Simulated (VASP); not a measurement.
# TiPb2 (P6/mmm) in VASP: further runs

Runs on TiPb2. Level: PBE. Tasks: single point, relaxation of cell and atoms.

Everything below comes from runs of VASP 6.6.1. Logs are shortened: lines on timing, memory, paths and dates and some standing lists are left out, and cuts for length are marked.

**1. The cell of the first run**

The structure is hexagonal, space group P6/mmm (No. 191). Conventional cell: a = 5.389 Å, b = 5.389 Å, c = 3.101 Å, α = 90.00°, β = 90.00°, γ = 120.00°. Ti (site symmetry 6/mmm) has 2 Ti at 3.10 Å and 12 Pb at 3.48 Å within 4.1 Å. Within 4.1 Å of Pb (site symmetry -6m2) lie 5 Pb at 3.10 to 3.11 Å and 6 Ti at 3.48 Å.

**2. Single point, PBE**

Contents of INCAR:

```
SYSTEM = TiPb2
ALGO = Normal
EDIFF = 1E-6
ENCUT = 520
GGA = PE
ISIF = 2
ISMEAR = 0
LASPH = .True.
LCHARG = .False.
LREAL = .False.
LWAVE = .False.
NBANDS = 27
NELM = 100
PREC = Accurate
SIGMA = 0.1
```

Contents of KPOINTS:

```
k-points
0
Gamma
  6 6 6
  0 0 0
```

Contents of POSCAR:

```
TiPb2
1.0
    5.3892650081      0.0000000000      0.0000000000
   -2.6946325041      4.6672404047      0.0000000000
    0.0000000000      0.0000000000      3.1013753811
Ti Pb
1 2
Direct
    0.0000000000      0.0000000000      0.0000000000
    0.3333333333      0.6666666667      0.5000000000
    0.6666666667      0.3333333333      0.5000000000
```

Potentials or basis: VASP PAW PBE potentials, release 64 (Ti_sv, Pb_d).

Launch:

```sh
> cat potpaw_PBE.64/Ti_sv/POTCAR potpaw_PBE.64/Pb_d/POTCAR > POTCAR
> mpirun -np 1 vasp_std > vasp.out
```

OUTCAR:

```text
SYSTEM = TiPb2
   EDIFF = 1E-6
   ENCUT = 520
   GGA = PE
   ISIF = 2
   ISMEAR = 0
   LASPH = .True.
   LREAL = .False.
   NELM = 100
   PREC = Accurate

 ion  position               nearest neighbor table
   1  0.000  0.000  0.000-   2 3.48   3 3.48   2 3.48   3 3.48   2 3.48   2 3.48   3 3.48   3 3.48
                             3 3.48   3 3.48   2 3.48   2 3.48
   2  0.333  0.667  0.500-   3 3.11   3 3.11   3 3.11   1 3.48   1 3.48   1 3.48   1 3.48   1 3.48
                             1 3.48
   3  0.667  0.333  0.500-   2 3.11   2 3.11   2 3.11   1 3.48   1 3.48   1 3.48   1 3.48   1 3.48
                             1 3.48

  LATTYP: Found a hexagonal cell.
 ALAT       =     5.3892650081
 C/A-ratio  =     0.5754727920

  Lattice vectors:

 A1 = (   5.3892650081,   0.0000000000,   0.0000000000)
 A2 = (  -2.6946325041,   4.6672404047,   0.0000000000)
 A3 = (   0.0000000000,   0.0000000000,   3.1013753811)

Analysis of symmetry for initial positions (statically):
=====================================================================
 Subroutine PRICEL returns:
 Original cell was already a primitive cell.

 Routine SETGRP: Setting up the symmetry group for a
 hexagonal supercell.

 Subroutine GETGRP returns: Found 24 space group operations
 (whereof 24 operations were pure point group operations)
 out of a pool of 24 trial point group operations.

The static configuration has the point symmetry D_6h.

Analysis of symmetry for dynamics (positions and initial velocities):
=====================================================================
 Subroutine PRICEL returns:
 Original cell was already a primitive cell.

 Routine SETGRP: Setting up the symmetry group for a
 hexagonal supercell.

 Subroutine GETGRP returns: Found 24 space group operations
 (whereof 24 operations were pure point group operations)
 out of a pool of 24 trial point group operations.

The dynamic configuration has the point symmetry D_6h.

 Subroutine INISYM returns: Found 24 space group operations
 (whereof 24 operations are pure point group operations),
 and found     1 'primitive' translations

----------------------------------------------------------------------------------------

                                     Primitive cell

  volume of cell :      78.0089

  direct lattice vectors                    reciprocal lattice vectors
     5.389265008  0.000000000  0.000000000     0.185554060  0.107129686  0.000000000
    -2.694632504  4.667240405  0.000000000     0.000000000  0.214259372  0.000000000
     0.000000000  0.000000000  3.101375381     0.000000000  0.000000000  0.322437589

  length of vectors
     5.389265008  5.389265008  3.101375381     0.214259372  0.214259372  0.322437589

  position of ions in fractional coordinates (direct lattice)
     0.000000000  0.000000000  0.000000000
     0.333333333  0.666666667  0.500000000
     0.666666667  0.333333333  0.500000000

  ion indices of the primitive-cell ions
   primitive index   ion index
                 1           1
                 2           2
                 3           3

----------------------------------------------------------------------------------------

 KPOINTS: k-points

Automatic generation of k-mesh.
 Grid dimensions read from file:
 generate k-points for:    6    6    6

 Generating k-lattice:

  Cartesian coordinates                     Fractional coordinates (reciprocal lattice)
     0.030925677  0.017854948  0.000000000     0.166666667 -0.000000000  0.000000000
     0.000000000  0.035709895  0.000000000     0.000000000  0.166666667  0.000000000
     0.000000000  0.000000000  0.053739598     0.000000000  0.000000000  0.166666667

  Length of vectors
     0.035709895  0.035709895  0.053739598

  Shift w.r.t. Gamma in fractional coordinates (k-lattice)
     0.000000000  0.000000000  0.000000000

 Subroutine IBZKPT returns following result:
 ===========================================

 Found     28 irreducible k-points:

 Following reciprocal coordinates:
            Coordinates               Weight
  0.000000  0.000000  0.000000      1.000000
  0.166667  0.000000  0.000000      6.000000
  0.333333  0.000000  0.000000      6.000000
  0.500000  0.000000  0.000000      3.000000
  0.166667  0.166667  0.000000      6.000000
  0.333333  0.166667  0.000000     12.000000
[... 16 lines left out ...]
  0.166667  0.000000  0.500000      6.000000
  0.333333  0.000000  0.500000      6.000000
 [... further k-points ...]
   k-points           NKPTS =     28   k-points in BZ     NKDIM =     28   number of bands    NBANDS=     27
   number of dos      NEDOS =    301   number of ions     NIONS =      3
   total plane-waves  NPLWV =  38400
   dimension x,y,z NGX =    40 NGY =   40 NGZ =   24
   dimension x,y,z NGXF=    80 NGYF=   80 NGZF=   48
   ions per type =               1   2
   NGX,Y,Z   is equivalent  to a cutoff of  12.34, 12.34, 12.86 a.u.
   NGXF,Y,Z  is equivalent  to a cutoff of  24.68, 24.68, 25.73 a.u.
 SYSTEM =  TiPb2
   PREC   = accura    normal or accurate (medium, high low for compatibility)
   ISTART =      0    job   : 0-new  1-cont  2-samecut
   ICHARG =      2    charge: 1-file 2-atom 10-const
   ISPIN  =      1    spin polarized calculation?
   LNONCOLLINEAR =      F non collinear calculations
   LSORBIT =      F    spin-orbit coupling
   LASPH  =      T    aspherical Exc in radial PAW
   ENCUT  =  520.0 eV  38.22 Ry    6.18 a.u.  10.02 10.02  5.77*2*pi/ulx,y,z
   NELM   =    100;   NELMIN=  2; NELMDL= -5     # of ELM steps
   EDIFF  = 0.1E-05   stopping-criterion for ELM
   LREAL  =      F    real-space projection
   EDIFFG = 0.1E-04   stopping-criterion for IOM
   NSW    =      0    number of steps for IOM
   IBRION =     -1    ionic relax: 0-MD 1-quasi-New 2-CG
   NFREE  =      0    steps in history (QN), initial steepest desc. (CG)
   ISIF   =      2    stress and relaxation
   ISYM   =      2    0-nonsym 1-usesym 2-fastsym
   POTIM  = 0.5000    time-step for ionic-motion
   TEBEG  =    0.0;   TEEND  =   0.0 temperature during run
   PSTRESS=    0.0 pullay stress
   NELECT =      40.0000    total number of electrons
   NUPDOWN=      -1.0000    fix difference up-down
   EMIN   =  10.00;   EMAX   =-10.00  energy-range for DOS
   EFERMI =   0.00;   METHOD = LEGACY
   ISMEAR =     0;   SIGMA  =   0.10  broadening in eV -4-tet -1-fermi 0-gaus
   EFERMI_NEDOS =   21; number of points for ismear=-14 and -15
   IALGO  =     38    algorithm
   IMIX   =      4    mixing-type and parameters
     AMIX     =   0.40;   BMIX     =  1.00
     AMIX_MAG =   1.60;   BMIX_MAG =  1.00
  volume/ion in A,a.u.               =      26.00       175.48
  Fermi-wavevector in a.u.,A,eV,Ry     =   1.310328  2.476162 23.360665  1.716960
  Thomas-Fermi vector in A             =   2.440866
   LORBIT       =      0    0 simple, 1 ext, 2 COOP (PROOUT), +10 PAW based schemes
   GGA     = PE    functional components
   LHFCALC =     F    Hartree Fock is set to
   AEXX    =    0.0000 exact exchange contribution
   IVDW    =     0    specifies the selected vdW correction
   LEPSILON=     F    determine dielectric tensor
   LRPA    =     F    only Hartree local field effects (RPA)
 non-spin polarized calculation
 Gauss-broadening in eV      SIGMA  =   0.10
  energy-cutoff  :      520.00
  volume of cell :       78.01
 maximum number of plane-waves:      2112
   NGX = 21   NGY = 21   NGZ = 11

 number of electron      40.0000000 magnetization

 Free energy of the ion-electron system (eV)
  ---------------------------------------------------
  ext. energy  EPLUGINS =         0.00000000
  ---------------------------------------------------
  free energy    TOTEN  =       -13.69241455 eV

  energy without entropy =      -13.66771447  energy(sigma->0) =      -13.68006451

 E-fermi :   7.5942     XC(G=0): -10.5145

 val. band max:        7.5797940322   @ k =   0.3333   0.1667   0.1667
 cond. band min:       7.6110690725   @ k =   0.5000   0.0000   0.1667
 fundamental gap:      0.0312750403
 Fermi energy:         7.5941764462

 k-point     1 :       0.0000    0.0000    0.0000
  band No.  band energies     occupation
      1     -49.8354      2.00000
      2     -26.1631      2.00000
      3     -26.1631      2.00000
      4     -25.8365      2.00000
      5      -9.6810      2.00000
      6      -9.4648      2.00000
[... 19 lines left out ...]
     26       9.4296      0.00000
     27      13.2192      0.00000

 k-point     2 :       0.1667    0.0000    0.0000
  band No.  band energies     occupation
      1     -49.8354      2.00000
      2     -26.1632      2.00000
      3     -26.1631      2.00000
      4     -25.8365      2.00000
      5      -9.6725      2.00000
      6      -9.4895      2.00000
[... 19 lines left out ...]
     26      10.6406      0.00000
     27      13.4933      0.00000

 k-point     3 :       0.3333    0.0000    0.0000
  band No.  band energies     occupation
      1     -49.8354      2.00000
      2     -26.1634      2.00000
      3     -26.1631      2.00000
      4     -25.8365      2.00000
      5      -9.6488      2.00000
      6      -9.5426      2.00000
[... 19 lines left out ...]
     26      12.8860      0.00000
     27      14.2029      0.00000

 k-point     4 :       0.5000    0.0000    0.0000
  band No.  band energies     occupation
      1     -49.8354      2.00000
      2     -26.1635      2.00000
      3     -26.1631      2.00000
      4     -25.8365      2.00000
      5      -9.6249      2.00000
      6      -9.5800      2.00000
[... 19 lines left out ...]
     26      12.7269      0.00000
     27      13.3620      0.00000
[... 516 lines left out ...]
      4     -26.0180      2.00000
      5      -9.3975      2.00000
      6      -9.3975      2.00000
[... 19 lines left out ...]
     26      11.0227      0.00000
     27      12.4733      0.00000

 k-point    23 :       0.1667    0.0000    0.5000
  band No.  band energies     occupation
      1     -49.8178      2.00000
      2     -26.1444      2.00000
      3     -26.1443      2.00000
      4     -26.0180      2.00000
      5      -9.4025      2.00000
      6      -9.3882      2.00000
[... 19 lines left out ...]
     26      10.3589      0.00000
     27      11.8991      0.00000

 k-point    24 :       0.3333    0.0000    0.5000
  band No.  band energies     occupation
      1     -49.8178      2.00000
      2     -26.1445      2.00000
      3     -26.1444      2.00000
      4     -26.0179      2.00000
      5      -9.4118      2.00000
      6      -9.3676      2.00000
[... 19 lines left out ...]
     26      11.4379      0.00000
     27      11.5713      0.00000

 [... further k-points ...]
[... 5 lines left out ...]
  --------------------------------------------------------------------------------------
  -------------------------------------------------------------------------------------
  Total       -0.1094335     -0.1094335     -0.1303251      0.0000000      0.0000000      0.0000000
  in kB       -2.2475895     -2.2475895     -2.6766676      0.0000000      0.0000000      0.0000000
  external PRESSURE =      -2.3906156 kB  Pullay stress =       0.0000000 kB

 VOLUME and BASIS-vectors are now :
 -----------------------------------------------------------------------------
  energy-cutoff  :      520.00
  volume of cell :       78.01
      direct lattice vectors                 reciprocal lattice vectors
     5.389265008  0.000000000  0.000000000     0.185554060  0.107129686  0.000000000
    -2.694632504  4.667240405  0.000000000     0.000000000  0.214259372  0.000000000
     0.000000000  0.000000000  3.101375381     0.000000000  0.000000000  0.322437589

 POSITION                                       TOTAL-FORCE (eV/Angst)
 -----------------------------------------------------------------------------------
      0.00000      0.00000      0.00000        -0.000000      0.000000      0.000000
     -0.00000      3.11149      1.55069         0.000000     -0.000000      0.000000
      2.69463      1.55575      1.55069        -0.000000      0.000000     -0.000000
 -----------------------------------------------------------------------------------
    total drift:                                0.000000     -0.000000      0.000000

  FREE ENERGIE OF THE ION-ELECTRON SYSTEM (eV)
  ---------------------------------------------------
  free  energy   TOTEN  =       -13.6924145468 eV

  energy  without entropy=      -13.6677144668  energy(sigma->0) =      -13.68006451
```

It took 32 s on 1 thread of Intel Xeon Platinum 8488C (Sapphire Rapids), shared host; peak memory 0.21 GiB.

What came out:

```
Free energy            : -13.6924 eV
Pressure               : -0.2 GPa
Band gap on the k mesh : zero (bands 20 and 21 overlap by 0.93 eV)
```

Caveat: spin-orbit coupling is left out, which moves the levels of the heavy elements.

**3. Relaxation of cell and atoms, PBE**

This run uses another cell than the first one, of 23.52 Å³/atom.

Contents of INCAR:

```
  ALGO = Fast
  EDIFF = 1E-6
  EDIFFG = -0.04
  ENCUT = 600
  GGA = PE
  IBRION = 2
  ISIF = 3
  ISMEAR = 0
  LASPH = T
  LCHARG = F
  LREAL = F
  LWAVE = F
  NELM = 100
  NSW = 90
  PREC = Accurate
  SIGMA = 0.1
```

Contents of KPOINTS:

```
k-points
0
Gamma
  6 6 6
```

Contents of POSCAR:

```
TiPb2
1.0
    4.8747499343      0.0000000000      0.0000000000
   -2.4373749672      4.2216572803      0.0000000000
    0.0000000000      0.0000000000      3.4287245895
Ti Pb
1 2
Direct
    0.0000000000      0.0000000000      0.0000000000
    0.3333333333      0.6666666667      0.5000000000
    0.6666666667      0.3333333333      0.5000000000
```

Potentials or basis: VASP PAW PBE potentials, release 64 (Ti_sv, Pb_d).

Launch:

```sh
> cat potpaw_PBE.64/Ti_sv/POTCAR potpaw_PBE.64/Pb_d/POTCAR > POTCAR
> mpirun -np 1 vasp_std > vasp.out
```

Run time: 25 min. Hardware: 1 thread of Intel Xeon Platinum 8488C (Sapphire Rapids), shared host; peak memory 0.25 GiB.

The run converged. Its results:

* Free energy: -13.6886 eV
* Relaxed volume: 25.91 Å³/atom
* Relaxed cell: a = 5.382 Å, b = 5.382 Å, c = 3.098 Å, α = 90.00°, β = 90.00°, γ = 120.00°
* Space group after relaxing (to 0.1 Å): P6/mmm (No. 191)
* Energy gained by relaxing: 302.3 meV/atom
* Ionic steps: 10
* Pressure after relaxing: 0.1 GPa
* Band gap on the k mesh: zero (bands 20 and 21 overlap by 0.94 eV)

The path:
```
step  energy change (eV)  largest force (eV/Å)  pressure (GPa)  volume (Å³)
   1              0.0000                0.0000           11.02        70.56
   2             -0.4178                0.0000           -2.34        87.79
   3             -0.6619                0.0000           -0.53        79.95
   4             -0.6813                0.0000           -5.00        87.34
   5             -0.7140                0.0000           -3.12        83.62
   6             -0.8961                0.0000           -1.30        79.65
   7             -0.9018                0.0000           -1.12        79.15
   8             -0.9020                0.0000           -0.96        79.04
   9             -0.9065                0.0000            0.21        77.38
  10             -0.9069                0.0000            0.09        77.72
```

Final structure:
```
Ti Pb
1.0
     5.38198    0.00000    0.00000
    -2.69099    4.66093    0.00000
     0.00000    0.00000    3.09819
Ti Pb
1 2
Direct
  0.00000 0.00000 0.00000
  0.33333 0.66667 0.50000
  0.66667 0.33333 0.50000
```

Levels at points of the mesh, in eV from the Fermi level:
```csv
k point,band 18,band 19,band 20,band 21,band 22,band 23
"(0.00, 0.00, 0.00)",-3.06,-1.15,-0.21,-0.21,1.48,1.48
"(0.50, 0.00, 0.00)",-3.41,-0.42,-0.18,0.85,1.38,1.49
"(0.00, 0.00, 0.50)",-0.75,-0.75,-0.43,0.20,0.20,0.40
"(0.50, 0.00, 0.50)",-2.69,-2.06,-0.11,0.41,0.53,0.63
```

Caveat: spin-orbit coupling is left out, which moves the levels of the heavy elements.

**4. Single point, PBE**

This run uses another cell than the first one, of 25.82 Å³/atom.

Contents of INCAR:

```
SYSTEM = TiPb2
  ALGO = Fast
  EDIFF = 1E-6
  ENCUT = 520
  GGA = PE
  ISIF = 2
  ISMEAR = 0
  LASPH = .TRUE.
  LCHARG = .TRUE.
  LELF = .TRUE.
  LREAL = .FALSE.
  LVHAR = .TRUE.
  LWAVE = .FALSE.
  NBANDS = 27
  NELM = 80
  PREC = Accurate
  SIGMA = 0.1
```

Contents of KPOINTS:

```
k-points
0
G
  12 12 14
  0 0 0
```

Contents of POSCAR:

```
TiPb2
1.0
    5.3964411390      0.0000000000      0.0000000000
   -2.6982205695      4.6734551164      0.0000000000
    0.0000000000      0.0000000000      3.0713569820
Ti Pb
1 2
Direct
    0.0000000000      0.0000000000      0.0000000000
    0.3333333333      0.6666666667      0.5000000000
    0.6666666667      0.3333333333      0.5000000000
```

Launch:

```sh
> cat potpaw_PBE.64/Ti_sv/POTCAR potpaw_PBE.64/Pb_d/POTCAR > POTCAR
> mpirun -np 1 vasp_std > vasp.out
```

It took 7.3 min on 1 thread of Intel Xeon Platinum 8488C (Sapphire Rapids), shared host; peak memory 0.41 GiB.

The run converged. Its results:

```
Free energy            : -13.7082 eV
Pressure               : -0.1 GPa
Band gap on the k mesh : zero (bands 20 and 21 overlap by 1.13 eV)
```

Levels at points of the mesh, in eV from the Fermi level:
```csv
k point,band 16,band 17,band 18,band 19,band 20,band 21,band 22,band 23,band 24,band 25
"(0.00, 0.00, 0.00)",-7.10,-3.12,-3.12,-1.22,-0.28,-0.28,1.50,1.50,1.71,1.83
"(0.50, 0.00, 0.00)",-9.41,-3.69,-3.47,-0.49,-0.21,0.82,1.40,1.50,2.47,4.51
"(0.00, 0.00, 0.50)",-4.80,-3.98,-0.79,-0.79,-0.54,0.22,0.22,0.41,0.41,2.17
"(0.50, 0.00, 0.50)",-6.31,-3.51,-2.74,-2.05,-0.10,0.36,0.52,0.63,1.70,1.93
```

Caveat: spin-orbit coupling is left out, which moves the levels of the heavy elements.

**5. Single point, PBE**

This run uses another cell than the first one, of 23.52 Å³/atom.

Contents of INCAR:

```
SYSTEM = TiPb2
PREC = Accurate
ENCUT = 500
EDIFF = 1E-6
ISMEAR = 0
SIGMA = 0.1
LREAL = .False.
LASPH = .True.
NELM = 120
ALGO = Normal
ISIF = 2
LWAVE = .False.
LCHARG = .False.
GGA = PE
NBANDS = 27
GGA_COMPAT = .False.
```

Contents of KPOINTS:

```
regular mesh
0
Gamma
  6 6 6
  0 0 0
```

Contents of POSCAR:

```
TiPb2
1.0
    4.8747499343      0.0000000000      0.0000000000
   -2.4373749672      4.2216572803      0.0000000000
    0.0000000000      0.0000000000      3.4287245895
Ti Pb
1 2
Direct
    0.0000000000      0.0000000000      0.0000000000
    0.3333333333      0.6666666667      0.5000000000
    0.6666666667      0.3333333333      0.5000000000
```

Launch:

```sh
> cat potpaw_PBE.64/Ti_sv/POTCAR potpaw_PBE.64/Pb_d/POTCAR > POTCAR
> mpirun -np 1 vasp_std > vasp.out
```

It took 62 s on 1 thread of AMD EPYC 7R43 (Zen 3), shared host; peak memory 0.17 GiB.

The run converged. Its results:

| Quantity | Value |
| --- | --- |
| Free energy | -12.7824 eV |
| Pressure | 11.0 GPa |
| Band gap on the k mesh | zero (bands 20 and 21 overlap by 1.26 eV) |

Stress tensor (GPa, compression positive):
```
18.18  0.00  0.00
 0.00 18.18  0.00
 0.00  0.00 -3.45
```

Levels at points of the mesh, in eV from the Fermi level:
| k point | band 17 | band 18 | band 19 | band 20 | band 21 | band 22 | band 23 | band 24 |
| --- | --- | --- | --- | --- | --- | --- | --- | --- |
| (0.00, 0.00, 0.00) | -3.10 | -3.10 | -0.99 | 0.52 | 0.52 | 0.83 | 0.83 | 1.97 |
| (0.50, 0.00, 0.00) | -3.90 | -3.06 | -0.20 | -0.03 | 0.30 | 0.84 | 1.09 | 4.87 |
| (0.00, 0.00, 0.50) | -3.49 | -0.93 | -0.93 | -0.61 | -0.61 | 0.06 | 0.06 | 0.84 |
| (0.50, 0.00, 0.50) | -3.79 | -3.17 | -2.96 | -0.53 | 0.36 | 0.46 | 0.73 | 2.03 |

Caveat: the stress differs along the axes, from -3 to 18 GPa; spin-orbit coupling is left out, which moves the levels of the heavy elements.

**6. Overview**

```tsv
task	cell	k mesh	cutoff (eV)	gap on the mesh (eV)	pressure (GPa)
single point	a = 5.389, b = 5.389, c = 3.101 Å, angles 90.0, 90.0, 120.0°, 3 atoms	6 × 6 × 6	520	none	-0.2
relaxation of cell and atoms	relaxed from a = 4.875, b = 4.875, c = 3.429 Å, angles 90.0, 90.0, 120.0°, 3 atoms	6 × 6 × 6	600	none	0.1
single point	a = 5.396, b = 5.396, c = 3.071 Å, angles 90.0, 90.0, 120.0°, 3 atoms	12 × 12 × 14	520	none	-0.1
single point	a = 4.875, b = 4.875, c = 3.429 Å, angles 90.0, 90.0, 120.0°, 3 atoms	6 × 6 × 6	500	none	11.0
```

Alike in all rows: level PBE; potentials or basis VASP PAW PBE potentials, release 64 (Ti_sv, Pb_d); no spin polarisation; smearing gaussian 0.1 eV.

Caveats: spin-orbit coupling is left out, which moves the levels of the heavy elements; the stress differs along the axes, from -3 to 18 GPa (at least some runs).

Absolute energies hang on the potentials; compare differences alone.

The gap in the log of VASP goes by the Fermi energy; the results here count the filled bands.